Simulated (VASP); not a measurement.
## Tc: single point with PBEsol

The system is Tc.

```
Tc
1.0
     0.00000    1.85412    1.85412
     1.85412    0.00000    1.85412
     1.85412    1.85412    0.00000
Tc
1
Direct
  0.00000 0.00000 0.00000
```

This isn't the form of Tc at room conditions, which is hcp.

```
Program             : VASP 6.6.1
Task                : single point
Functional          : PBEsol
Potentials or basis : VASP PAW PBE potentials, release 64 (Tc_pv)
Cutoff              : 500 eV
k mesh              : 10 × 10 × 10
Occupations         : fermi-dirac, width 0.05 eV
Spin                : no spin polarisation
```

| Property | Result |
| --- | --- |
| Pressure | 39.2 GPa |
| Band gap on the k mesh | zero (an odd number of electrons rules out a gap without spin polarisation) |

Levels at points of the mesh, in eV from the Fermi level:
| k point | band 5 | band 6 | band 7 | band 8 | band 9 | band 10 |
| --- | --- | --- | --- | --- | --- | --- |
| (0.00, 0.00, 0.00) | -2.12 | -2.12 | -2.12 | 1.02 | 1.02 | 13.93 |
| (0.50, 0.00, 0.00) | -2.35 | -2.35 | 1.61 | 3.49 | 3.49 | 12.66 |
| (0.50, 0.50, 0.00) | -6.29 | 3.43 | 4.20 | 4.20 | 4.57 | 14.00 |

Run time: 4.3 s on 1 thread of Intel(R) Xeon(R) Platinum 8488C (Sapphire Rapids), with other jobs on the host, peak memory 0.12 GiB.

Caveat: the cell stands under pressure; the PAW data sets were made with another functional, which shifts forces and pressure a little.
